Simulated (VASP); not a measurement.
# RbH4Br (I4/mcm) in VASP: a series of runs

Runs on RbH4Br. Level: PBEsol. Tasks: single point, relaxation of cell and atoms.

Everything below comes from runs of VASP 6.6.1. Logs are shortened: lines on timing, memory, paths and dates and some standing lists are left out, and cuts for length are marked.

### 1 The cell of the first run

The structure is tetragonal, space group I4/mcm (No. 140). The conventional cell has a = 6.479 Å, b = 6.479 Å, c = 10.585 Å, α = 90.00°, β = 90.00°, γ = 90.00°. Br (site symmetry mmm) has 4 H at 1.75 Å within 2.3 Å. Rb (site symmetry 422) has 8 H at 2.89 Å within 3.8 Å. Within 2.3 Å of H (site symmetry m) lie 1 Br at 1.75 Å.

### 2 Single point, PBEsol

Input file INCAR:

```
PREC = Accurate ; ENCUT = 520
EDIFF = 1E-6 ; ISMEAR = -1
SIGMA = 0.1 ; LREAL = False
LASPH = True ; NELM = 100
ALGO = Normal ; ISIF = 2
LWAVE = False ; LCHARG = False
GGA = PS ; NBANDS = 32
```

Input file KPOINTS:

```
Automatic mesh
0
Gamma
  5 5 5
```

Input file POSCAR:

```
RbH4Br
1.0
    0.0000000000      6.4789176034      0.0000000000
    6.4789176034      0.0000000000      0.0000000000
    3.2394588017      3.2394588017     -5.2924850260
Br Rb H
2 2 8
Direct
    0.5000000000      0.0000000000      0.0000000000
    0.0000000000      0.5000000000      0.0000000000
    0.2500000000      0.2500000000      0.5000000000
    0.7500000000      0.7500000000      0.5000000000
    0.7517879313      0.2517879313      0.7624482813
    0.2517879313      0.4857637874      0.7624482813
    0.4857637874      0.9857637874      0.7624482813
    0.9857637874      0.7517879313      0.7624482813
    0.7482120687      0.5142362126      0.2375517187
    0.2482120687      0.7482120687      0.2375517187
    0.0142362126      0.2482120687      0.2375517187
    0.5142362126      0.0142362126      0.2375517187
```

Potentials or basis: VASP PAW PBE potentials, release 64 (Br, Rb_sv, H).

Command:

```
> cat potpaw_PBE.64/Br/POTCAR potpaw_PBE.64/Rb_sv/POTCAR potpaw_PBE.64/H/POTCAR > POTCAR
> mpirun -np 1 vasp_std > vasp.out
```

OUTCAR:

```text
PREC = Accurate
   ENCUT = 520
   EDIFF = 1E-6
   ISMEAR = -1
   LREAL = False
   LASPH = True
   NELM = 100
   ISIF = 2
   GGA = PS

 ion  position               nearest neighbor table
   1  0.500  0.000  0.000-   7 1.75  12 1.75  10 1.75   5 1.75   3 4.18   4 4.18   3 4.18   4 4.18
                             3 4.18   4 4.18   3 4.18   4 4.18
   2  0.000  0.500  0.000-   6 1.75   8 1.75   9 1.75  11 1.75   3 4.18   4 4.18   3 4.18   4 4.18
                             4 4.18   3 4.18   4 4.18   3 4.18
   3  0.250  0.250  0.500-   8 2.89   9 2.89   5 2.89  10 2.89   7 2.89  12 2.89  11 2.89   6 2.89
                             1 4.18   2 4.18   1 4.18   2 4.18   2 4.18   1 4.18   2 4.18   1 4.18
   4  0.750  0.750  0.500-   6 2.89  11 2.89  10 2.89   5 2.89   7 2.89  12 2.89   9 2.89   8 2.89
                             1 4.18   2 4.18   1 4.18   2 4.18   1 4.18   2 4.18   1 4.18   2 4.18
   5  0.752  0.252  0.762-   1 1.75   3 2.89   4 2.89
   6  0.252  0.486  0.762-   2 1.75   4 2.89   3 2.89
   7  0.486  0.986  0.762-   1 1.75   3 2.89   4 2.89
   8  0.986  0.752  0.762-   2 1.75   3 2.89   4 2.89
   9  0.748  0.514  0.238-   2 1.75   3 2.89   4 2.89
  10  0.248  0.748  0.238-   1 1.75   3 2.89   4 2.89
  11  0.014  0.248  0.238-   2 1.75   4 2.89   3 2.89
  12  0.514  0.014  0.238-   1 1.75   3 2.89   4 2.89

  LATTYP: Found a body centered tetragonal cell.
 ALAT       =     6.4789176034
 C/A-ratio  =     1.6337559296

  Lattice vectors:

 A1 = (  -3.2394588017,   3.2394588017,   5.2924850260)
 A2 = (   3.2394588017,  -3.2394588017,   5.2924850260)
 A3 = (   3.2394588017,   3.2394588017,  -5.2924850260)

Analysis of symmetry for initial positions (statically):
=====================================================================
 Subroutine PRICEL returns:
 Original cell was already a primitive cell.

 Routine SETGRP: Setting up the symmetry group for a
 body centered tetragonal supercell.

 Subroutine GETGRP returns: Found 16 space group operations
 (whereof  8 operations were pure point group operations)
 out of a pool of 16 trial point group operations.

The static configuration has the point symmetry C_4h.
 The point group associated with its full space group is D_4h.

Analysis of symmetry for dynamics (positions and initial velocities):
=====================================================================
 Subroutine PRICEL returns:
 Original cell was already a primitive cell.

 Routine SETGRP: Setting up the symmetry group for a
 body centered tetragonal supercell.

 Subroutine GETGRP returns: Found 16 space group operations
 (whereof  8 operations were pure point group operations)
 out of a pool of 16 trial point group operations.

The dynamic configuration has the point symmetry C_4h.
 The point group associated with its full space group is D_4h.

 Subroutine INISYM returns: Found 16 space group operations
 (whereof  8 operations are pure point group operations),
 and found     1 'primitive' translations

----------------------------------------------------------------------------------------

                                     Primitive cell

  volume of cell :     222.1593

  direct lattice vectors                    reciprocal lattice vectors
     0.000000000  6.478917603  0.000000000     0.000000000  0.154346769  0.094473579
     6.478917603  0.000000000  0.000000000     0.154346769  0.000000000  0.094473579
     3.239458802  3.239458802 -5.292485026     0.000000000  0.000000000 -0.188947157

  length of vectors
     6.478917603  6.478917603  6.999898885     0.180964588  0.180964588  0.188947157

  position of ions in fractional coordinates (direct lattice)
     0.500000000  0.000000000  0.000000000
     0.000000000  0.500000000  0.000000000
     0.250000000  0.250000000  0.500000000
     0.750000000  0.750000000  0.500000000
     0.751787931  0.251787931  0.762448281
     0.251787931  0.485763787  0.762448281
     0.485763787  0.985763787  0.762448281
     0.985763787  0.751787931  0.762448281
     0.748212069  0.514236213  0.237551719
     0.248212069  0.748212069  0.237551719
     0.014236213  0.248212069  0.237551719
     0.514236213  0.014236213  0.237551719

  ion indices of the primitive-cell ions
   primitive index   ion index
                 1           1
                 2           2
                 3           3
                 4           4
                 5           5
                 6           6
                 7           7
                 8           8
                 9           9
                10          10
                11          11
                12          12

----------------------------------------------------------------------------------------

 KPOINTS: Automatic mesh

Automatic generation of k-mesh.
 Grid dimensions read from file:
 generate k-points for:    5    5    5

 Generating k-lattice:

  Cartesian coordinates                     Fractional coordinates (reciprocal lattice)
     0.000000000  0.030869354  0.018894716     0.200000000  0.000000000 -0.000000000
     0.030869354  0.000000000  0.018894716     0.000000000  0.200000000 -0.000000000
     0.000000000  0.000000000 -0.037789431     0.000000000  0.000000000  0.200000000

  Length of vectors
     0.036192918  0.036192918  0.037789431

  Shift w.r.t. Gamma in fractional coordinates (k-lattice)
     0.000000000  0.000000000  0.000000000

 Subroutine IBZKPT returns following result:
 ===========================================

 Found     18 irreducible k-points:

 Following reciprocal coordinates:
            Coordinates               Weight
  0.000000  0.000000  0.000000      1.000000
  0.200000  0.000000  0.000000      8.000000
  0.400000  0.000000 -0.000000      8.000000
  0.200000  0.200000  0.000000      8.000000
  0.400000  0.200000  0.000000     16.000000
 -0.400000  0.200000  0.000000     16.000000
[... 10 lines left out ...]
  0.000000  0.000000  0.400000      2.000000
 -0.200000  0.000000  0.400000      4.000000
   k-points           NKPTS =     18   k-points in BZ     NKDIM =     18   number of bands    NBANDS=     32
   number of dos      NEDOS =    301   number of ions     NIONS =     12
   total plane-waves  NPLWV = 124416
   dimension x,y,z NGX =    48 NGY =   48 NGZ =   54
   dimension x,y,z NGXF=    96 NGYF=   96 NGZF=  108
   ions per type =               2   2   8
   NGX,Y,Z   is equivalent  to a cutoff of  12.32, 12.32, 12.82 a.u.
   NGXF,Y,Z  is equivalent  to a cutoff of  24.63, 24.63, 25.65 a.u.
 SYSTEM =  unknown system
   PREC   = accura    normal or accurate (medium, high low for compatibility)
   ISTART =      0    job   : 0-new  1-cont  2-samecut
   ICHARG =      2    charge: 1-file 2-atom 10-const
   ISPIN  =      1    spin polarized calculation?
   LNONCOLLINEAR =      F non collinear calculations
   LSORBIT =      F    spin-orbit coupling
   LASPH  =      T    aspherical Exc in radial PAW
   ENCUT  =  520.0 eV  38.22 Ry    6.18 a.u.  12.05 12.05 13.02*2*pi/ulx,y,z
   NELM   =    100;   NELMIN=  2; NELMDL= -5     # of ELM steps
   EDIFF  = 0.1E-05   stopping-criterion for ELM
   LREAL  =      F    real-space projection
[... 7 lines left out ...]
   TEBEG  =    0.0;   TEEND  =   0.0 temperature during run
   PSTRESS=    0.0 pullay stress
   NELECT =      40.0000    total number of electrons
   NUPDOWN=      -1.0000    fix difference up-down
   EMIN   =  10.00;   EMAX   =-10.00  energy-range for DOS
   EFERMI =   0.00;   METHOD = LEGACY
   ISMEAR =    -1;   SIGMA  =   0.10  broadening in eV -4-tet -1-fermi 0-gaus
   EFERMI_NEDOS =   21; number of points for ismear=-14 and -15
   IALGO  =     38    algorithm
   IMIX   =      4    mixing-type and parameters
     AMIX     =   0.40;   BMIX     =  1.00
     AMIX_MAG =   1.60;   BMIX_MAG =  1.00
  volume/ion in A,a.u.               =      18.51       124.93
  Fermi-wavevector in a.u.,A,eV,Ry     =   0.924428  1.746916 11.627103  0.854568
  Thomas-Fermi vector in A             =   2.050173
   LORBIT       =      0    0 simple, 1 ext, 2 COOP (PROOUT), +10 PAW based schemes
   GGA     = PS    functional components
   LHFCALC =     F    Hartree Fock is set to
   AEXX    =    0.0000 exact exchange contribution
   IVDW    =     0    specifies the selected vdW correction
   LEPSILON=     F    determine dielectric tensor
   LRPA    =     F    only Hartree local field effects (RPA)
 non-spin polarized calculation
  energy-cutoff  :      520.00
  volume of cell :      222.16
 maximum number of plane-waves:      5998
   NGX = 25   NGY = 25   NGZ = 25

 number of electron      40.0000002 magnetization

 Free energy of the ion-electron system (eV)
  ---------------------------------------------------
  ext. energy  EPLUGINS =         0.00000000
  ---------------------------------------------------
  free energy    TOTEN  =       -27.14080049 eV

  energy without entropy =      -27.14073895  energy(sigma->0) =      -27.14076972

 E-fermi :   0.6422     XC(G=0):  -7.3714

 val. band max:       -0.3155959052   @ k =   0.4000   0.0000   0.2000
 cond. band min:       1.4343318310   @ k =  -0.2000   0.0000   0.4000
 fundamental gap:      1.7499277363
 Fermi energy:         0.6422446489

 k-point     1 :       0.0000    0.0000    0.0000
  band No.  band energies     occupation
      1     -26.7098      2.00000
      2     -26.6975      2.00000
      3     -17.1483      2.00000
      4     -17.0672      2.00000
      5     -10.9170      2.00000
      6     -10.9168      2.00000
[... 24 lines left out ...]
     31       6.2093      0.00000
     32       6.6439      0.00000
[... 564 lines left out ...]
      2     -26.6993      2.00000
      3     -17.1343      2.00000
      4     -17.0852      2.00000
      5     -10.9289      2.00000
      6     -10.9192      2.00000
[... 24 lines left out ...]
     31       6.6485      0.00000
     32       6.7444      0.00000

------------------------ aborting loop because EDIFF is reached ----------------------------------------

  FORCE on cell =-STRESS in cart. coord.  units (eV):
  Direction    XX          YY          ZZ          XY          YZ          ZX
  --------------------------------------------------------------------------------------
  -------------------------------------------------------------------------------------
  Total       -0.0128512     -0.0128512     -0.0207469      0.0000000      0.0000000     -0.0000000
  in kB       -0.0926806     -0.0926806     -0.1496233      0.0000000      0.0000000     -0.0000000
  external PRESSURE =      -0.1116615 kB  Pullay stress =       0.0000000 kB

 VOLUME and BASIS-vectors are now :
 -----------------------------------------------------------------------------
  energy-cutoff  :      520.00
  volume of cell :      222.16
      direct lattice vectors                 reciprocal lattice vectors
     0.000000000  6.478917603  0.000000000     0.000000000  0.154346769  0.094473579
     6.478917603  0.000000000  0.000000000     0.154346769  0.000000000  0.094473579
     3.239458802  3.239458802 -5.292485026     0.000000000  0.000000000 -0.188947157

 POSITION                                       TOTAL-FORCE (eV/Angst)
 -----------------------------------------------------------------------------------
      0.00000      3.23946      0.00000        -0.000000     -0.000000      0.000000
      3.23946      0.00000      0.00000        -0.000000     -0.000000      0.000000
      3.23946      3.23946     -2.64624        -0.000000     -0.000000      0.000000
      6.47892      6.47892     -2.64624        -0.000000     -0.000000      0.000000
      4.10123      7.34069     -4.03525         0.002802      0.002802      0.003219
      5.61714      4.10123     -4.03525        -0.002802      0.002802      0.003219
      8.85660      5.61714     -4.03525        -0.002802     -0.002802      0.003219
      7.34069      8.85660     -4.03525         0.002802     -0.002802      0.003219
      4.10123      5.61714     -1.25724         0.002802     -0.002802     -0.003219
      5.61714      2.37768     -1.25724        -0.002802     -0.002802     -0.003219
      2.37768      0.86177     -1.25724        -0.002802      0.002802     -0.003219
      0.86177      4.10123     -1.25724         0.002802      0.002802     -0.003219
 -----------------------------------------------------------------------------------
    total drift:                                0.000000      0.000000     -0.000000

  FREE ENERGIE OF THE ION-ELECTRON SYSTEM (eV)
  ---------------------------------------------------
  free  energy   TOTEN  =       -27.1408004928 eV

  energy  without entropy=      -27.1407389455  energy(sigma->0) =      -27.14076972
```

Run time: 4.8 min. Hardware: 1 thread of Oxide Virtual Turin-like, shared host; peak memory 0.37 GiB.

What came out:

```yaml
Free_energy: -27.1408 eV
Pressure: 0.0 GPa
Largest_force: 0.005 eV/Å
Band_gap_on_the_k_mesh: 1.75 eV (least direct gap 1.79 eV)
```

Forces on the atoms (eV/Å):
```
Br   0.000  0.000  0.000
Br   0.000  0.000  0.000
Rb   0.000  0.000  0.000
Rb   0.000  0.000  0.000
H    0.003  0.003  0.003
H   -0.003  0.003  0.003
H   -0.003 -0.003  0.003
H    0.003 -0.003  0.003
H    0.003 -0.003 -0.003
H   -0.003 -0.003 -0.003
H   -0.003  0.003 -0.003
H    0.003  0.003 -0.003
```

Caveat: the PAW data sets were made with another functional, which shifts forces and pressure a little; an odd mesh through Γ misses points on the zone boundary, where band edges can lie.

### 3 Relaxation of cell and atoms, PBEsol

This run uses another cell than the first one, of 16.52 Å³/atom.

Input file INCAR:

```
SYSTEM = RbH4Br
ALGO = Normal
EDIFF = 1E-6
EDIFFG = -0.01
ENCUT = 600
GGA = PS
IBRION = 2
ISIF = 3
ISMEAR = -1
LASPH = .True.
LCHARG = .False.
LREAL = .False.
LWAVE = .False.
NELM = 100
NSW = 80
PREC = Accurate
SIGMA = 0.1
```

Input file KPOINTS:

```
k-points
0
Gamma
  5 5 5
  0 0 0
```

Input file POSCAR:

```
RbH4Br
1.0
    0.0000000000      6.0167260000      0.0000000000
    6.0167260000      0.0000000000      0.0000000000
    3.0083630000      3.0083630000     -5.4759550000
Br Rb H
2 2 8
Direct
    0.5000000000      0.0000000000      0.0000000000
    0.0000000000      0.5000000000      0.0000000000
    0.2500000000      0.2500000000      0.5000000000
    0.7500000000      0.7500000000      0.5000000000
    0.7667000000      0.2667000000      0.7668000000
    0.2667000000      0.4665000000      0.7668000000
    0.4665000000      0.9665000000      0.7668000000
    0.9665000000      0.7667000000      0.7668000000
    0.7333000000      0.5335000000      0.2332000000
    0.2333000000      0.7333000000      0.2332000000
    0.0335000000      0.2333000000      0.2332000000
    0.5335000000      0.0335000000      0.2332000000
```

Potentials or basis: VASP PAW PBE potentials, release 64 (Br, Rb_sv, H).

Command:

```
> cat potpaw_PBE.64/Br/POTCAR potpaw_PBE.64/Rb_sv/POTCAR potpaw_PBE.64/H/POTCAR > POTCAR
> mpirun -np 1 vasp_std > vasp.out
```

Run time: 32 min. Hardware: 1 thread of Oxide Virtual Turin-like, shared host; peak memory 0.4 GiB.

It converged, with:

* Free energy: -27.1366 eV
* Relaxed volume: 18.49 Å³/atom
* Relaxed cell: a = 6.414 Å, b = 6.414 Å, c = 7.046 Å, α = 62.93°, β = 62.93°, γ = 90.00°
* Space group after relaxing (to 0.1 Å): I4/mcm (No. 140)
* Energy gained by relaxing: 24.5 meV/atom
* Ionic steps: 15
* Pressure after relaxing: 0.0 GPa
* Largest force after relaxing: 0.004 eV/Å
* Band gap on the k mesh: 1.71 eV (least direct gap 1.79 eV)

Forces in eV/Å, atoms in the order of the input:
```
Br   0.000  0.000  0.000
Br   0.000  0.000  0.000
Rb   0.000  0.000  0.000
Rb   0.000  0.000  0.000
H    0.001  0.001 -0.003
H   -0.001  0.001 -0.003
H   -0.001 -0.001 -0.003
H    0.001 -0.001 -0.003
H    0.001 -0.001  0.003
H   -0.001 -0.001  0.003
H   -0.001  0.001  0.003
H    0.001  0.001  0.003
```

Stress tensor (GPa, compression positive):
```
 0.06  0.00  0.00
 0.00  0.06  0.00
 0.00  0.00 -0.05
```

The path:
| step | energy change (eV) | largest force (eV/Å) | pressure (GPa) | volume (Å³) |
| --- | --- | --- | --- | --- |
| 1 | 0.0000 | 0.5047 | 0.00 | 198.24 |
| 2 | -0.0910 | 0.3160 | 0.62 | 198.22 |
| 3 | -0.1433 | 0.0805 | 1.65 | 198.17 |
| 4 | -0.2016 | 0.0762 | 1.13 | 204.54 |
| 5 | -0.2691 | 0.0647 | 0.08 | 221.50 |
| 6 | -0.2704 | 0.0629 | -0.05 | 224.02 |
| 7 | -0.2704 | 0.0625 | -0.07 | 224.55 |
| 8 | -0.2738 | 0.0580 | -0.05 | 224.45 |
| 9 | -0.2819 | 0.0474 | 0.00 | 224.15 |
| 10 | -0.2902 | 0.0483 | 0.09 | 223.54 |
| 11 | -0.2906 | 0.0540 | 0.12 | 223.36 |
| 12 | -0.2885 | 0.0693 | -0.33 | 225.08 |
| 13 | -0.2917 | 0.0089 | -0.05 | 224.00 |
| 14 | -0.2924 | 0.0070 | -0.03 | 223.46 |
| 15 | -0.2935 | 0.0038 | 0.02 | 221.83 |

Final structure:
```yaml
crystal:
  lattice:
    - [0.00000, 6.41389, 0.00000]
    - [6.41389, 0.00000, 0.00000]
    - [3.20695, 3.20695, -5.39244]
  atoms:
    - { symbol: Br, position: [0.50000, 0.00000, 0.00000] }
    - { symbol: Br, position: [0.00000, 0.50000, 0.00000] }
    - { symbol: Rb, position: [0.25000, 0.25000, 0.50000] }
    - { symbol: Rb, position: [0.75000, 0.75000, 0.50000] }
    - { symbol: H, position: [0.75058, 0.25058, 0.76389] }
    - { symbol: H, position: [0.25058, 0.48553, 0.76389] }
    - { symbol: H, position: [0.48553, 0.98553, 0.76389] }
    - { symbol: H, position: [0.98553, 0.75058, 0.76389] }
    - { symbol: H, position: [0.74942, 0.51447, 0.23611] }
    - { symbol: H, position: [0.24942, 0.74942, 0.23611] }
    - { symbol: H, position: [0.01447, 0.24942, 0.23611] }
    - { symbol: H, position: [0.51447, 0.01447, 0.23611] }
```

Levels at points of the mesh, in eV from the valence-band top:
| k point | band 18 | band 19 | band 20 | band 21 | band 22 | band 23 |
| --- | --- | --- | --- | --- | --- | --- |
| (0.00, 0.00, 0.00) | -1.21 | -1.21 | -0.14 | 3.13 | 3.30 | 3.49 |

Caveat: the PAW data sets were made with another functional, which shifts forces and pressure a little; an odd mesh through Γ misses points on the zone boundary, where band edges can lie.
